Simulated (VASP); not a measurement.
Runs of VASP 6.6.1 on CdSe. The structure is that of space group Fm-3m (No. 225), or close to it. The cells are those of the table. 

```csv
level,cell,k mesh,gap on the mesh (eV),pressure (GPa)
r2SCAN,"a = 4.099 Å, angles 60.0°, 2 atoms",6 × 6 × 6,-,-3.2
PBE,"a = 4.137 Å, angles 60.0°, 2 atoms",6 × 6 × 6,none,(b)
PBE,"a = 4.057 Å, angles 60.0°, 2 atoms",6 × 6 × 6,none,(a)
PBE,"a = 4.021 Å, angles 60.0°, 2 atoms",8 × 8 × 8,none,2.1
r2SCAN,"a = 4.021 Å, angles 60.0°, 2 atoms",6 × 6 × 6,-,0.4
r2SCAN,"a = 3.980 Å, angles 60.0°, 2 atoms",6 × 6 × 6,-,2.8
PBE,"a = 4.098 Å, angles 60.0°, 2 atoms",6 × 6 × 6,none,-1.3
r2SCAN,"a = 4.021 Å, angles 60.0°, 2 atoms",8 × 8 × 8,-,0.4
```

Alike in all rows: task single point; potentials or basis VASP PAW PBE potentials, release 64 (Cd, Se); no spin polarisation; cutoff (eV) 520; smearing fermi-dirac 0.02 eV.

**Question.** Estimate the missing entries.

**Answer.** (a) 0.3; (b) -2.7.

Caveats: the PAW data sets were made with another functional, which shifts forces and pressure a little (some runs).

A k mesh can miss the band edges, and the runs leave out spin-orbit coupling on Cd, Se.

A gap of «none» marks levels without a gap at the run's occupations.
